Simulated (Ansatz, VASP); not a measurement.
**Two plane-wave programs on TaN**

File INCAR:

```
PREC = Accurate
ENCUT = 600
EDIFF = 1E-6
ISMEAR = 0
SIGMA = 0.1
LREAL = F
LASPH = T
NELM = 100
ALGO = Normal
ISIF = 3
LWAVE = F
LCHARG = F
GGA = PE
IBRION = 2
NSW = 65
EDIFFG = -0.01
```

KPOINTS

```
Automatic mesh
0
Gamma
  12 12 9
```

The input POSCAR:

```
TaN
1.0
    3.1298722657      0.0000000000      0.0000000000
   -1.5649361328      2.7105488927      0.0000000000
    0.0000000000      0.0000000000      5.0790868668
Ta N
2 2
Direct
    0.0000000000      0.0000000000      0.0000000000
    0.0000000000      0.0000000000      0.5000000000
    0.3333333333      0.6666666667      0.2500000000
    0.6666666667      0.3333333333      0.7500000000
```

Input for Ansatz:

```yaml
crystal:
  lattice:
    - [3.1298722657, 0.0, 0.0]
    - [-1.5649361328, 2.7105488927, 0.0]
    - [0.0, 0.0, 5.0790868668]
  atoms:
    - { symbol: Ta, position: [0.0, 0.0, 0.0] }
    - { symbol: "N", position: [0.3333333333, 0.6666666667, 0.25] }
    - { symbol: Ta, position: [0.0, 0.0, 0.5] }
    - { symbol: "N", position: [0.6666666667, 0.3333333333, 0.75] }
basis:
  ecutwfc: 420
kpoints:
  mp_grid: { grid: [12, 12, 9] }
hamiltonian:
  xc: pbe
scf:
  occupations: { method: gaussian, width: 0.1 }
output:
  forces: true
  stress: true
  eigenvalues: true
  populations: true
relax:
  adjacent_minimum: "off"
  f_tol: 0.01
  max_steps: 45
  cell: { stress_tol: 0.05 }
```

Alike in both runs: task relaxation of cell and atoms; functional PBE; k mesh 12 × 12 × 9; occupations gaussian, width 0.1 eV; no spin polarisation.

|  | VASP | Ansatz |
| --- | --- | --- |
| version | VASP 6.6.1 | Ansatz 0.2.0 |
| potentials or method | VASP PAW PBE potentials, release 64 (Ta_pv, N), cutoff 600 eV | scalar-relativistic, plane waves, PAW |
| valence electrons in the cell | 32 | 36 |

|  | VASP | Ansatz | Ansatz less VASP |
| --- | --- | --- | --- |
| gap on the k mesh at the Fermi level, each at its own relaxed structure (eV) | none | none | - |
| relaxed volume (Å³/atom) | 10.92 | 10.90 | -0.016 |

A gap of «none» marks a metal or a gap that the smearing closes. VASP's potentials hold 32 valence electrons a cell and Ansatz's 36, so a difference there can come from the potentials and not from the codes.

Neither program's run includes spin-orbit coupling.
